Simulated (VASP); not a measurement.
A run of VASP 6.6.1 is set up as follows.

INCAR

```
SYSTEM = AlGa3N2
  PREC = Accurate
  ENCUT = 600
  EDIFF = 1E-7
  ISMEAR = 0
  SIGMA = 0.1
  LREAL = .False.
  LASPH = .True.
  NELM = 80
  ALGO = Normal
  ISIF = 3
  LWAVE = .False.
  LCHARG = .False.
  GGA = PE
  IBRION = 2
  NSW = 90
  EDIFFG = -0.04
```

File KPOINTS:

```
regular mesh
0
Gamma
  4 4 6
  0 0 0
```

Contents of POSCAR:

```
AlGa3N2
1.0
    5.6265322360      0.0000000000      0.0000000000
    0.0000000000      5.6265322360      0.0000000000
    0.0000000000      0.0000000000      3.5776094006
Al Ga N
1 3 2
Direct
    0.5000000000      0.5000000000      0.0000000000
    0.0000000000      0.0000000000      0.5000000000
    0.0000000000      0.5000000000      0.0000000000
    0.5000000000      0.0000000000      0.0000000000
    0.5000000000      0.5000000000      0.5000000000
    0.0000000000      0.0000000000      0.0000000000
```

Potentials or basis: VASP PAW PBE potentials, release 64 (Al, Ga_d, N).

The run is started by

```bash
$ cat potpaw_PBE.64/Al/POTCAR potpaw_PBE.64/Ga_d/POTCAR potpaw_PBE.64/N/POTCAR > POTCAR
$ mpirun -np 1 vasp_std > vasp.out
```

Problem. Predict the space group after relaxing (to 0.1 Å).

Solution. P4/mmm (No. 123).

Problem. Estimate the relaxed volume.

Solution. 18.73 Å³/atom.

Problem. What does it give for the relaxed cell?

Solution. a = 5.622 Å, b = 5.622 Å, c = 3.556 Å, α = 90.00°, β = 90.00°, γ = 90.00°.

Step by step:
| step | energy change (eV) | largest force (eV/Å) | pressure (GPa) | volume (Å³) |
| --- | --- | --- | --- | --- |
| 1 | 0.0000 | 0.0000 | -0.84 | 113.26 |
| 2 | -0.0008 | 0.0000 | 0.82 | 111.64 |
| 3 | -0.0045 | 0.0000 | 0.00 | 112.40 |
